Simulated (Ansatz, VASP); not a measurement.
# Two plane-wave programs on Pt

```
Pt
1.0
     2.82505    0.00000    0.00000
    -1.41253    2.44657    0.00000
     0.00000    0.00000    4.87812
Pt
2
Direct
  0.66667 0.33333 0.75000
  0.33333 0.66667 0.25000
```

Alike in both runs: task single point; functional LDA; k mesh 21 × 21 × 10; occupations gaussian, width 0.15 eV; no spin polarisation.

|  | VASP | Ansatz |
| --- | --- | --- |
| version | VASP 6.6.1 | Ansatz 0.2.0 |
| potentials or method | VASP PAW LDA potentials, release 64 (Pt), cutoff 520 eV | scalar-relativistic, plane waves, PAW |
| valence electrons in the cell | 20 | 36 |

VASP gave:

```
gap on the k mesh at the Fermi level (eV)                     : none
pressure (GPa)                                                : -26.6
traceless stress, the component that is largest in VASP (GPa) : 1.56
```

Q: Estimate Ansatz's values.

A: gap on the k mesh at the Fermi level (eV): none; pressure (GPa): -27.1; traceless stress, the component that is largest in VASP (GPa): 1.83.

Ansatz warns that its potentials were made for another functional, while VASP's fit it. LDA's correlation is that of Perdew and Zunger in VASP and of Perdew and Wang (1992) in Ansatz. A gap of «none» marks a metal or a gap that the smearing closes. VASP's potentials hold 20 valence electrons a cell and Ansatz's 36, so a difference there can come from the potentials and not from the codes.

Spin-orbit coupling is off throughout.
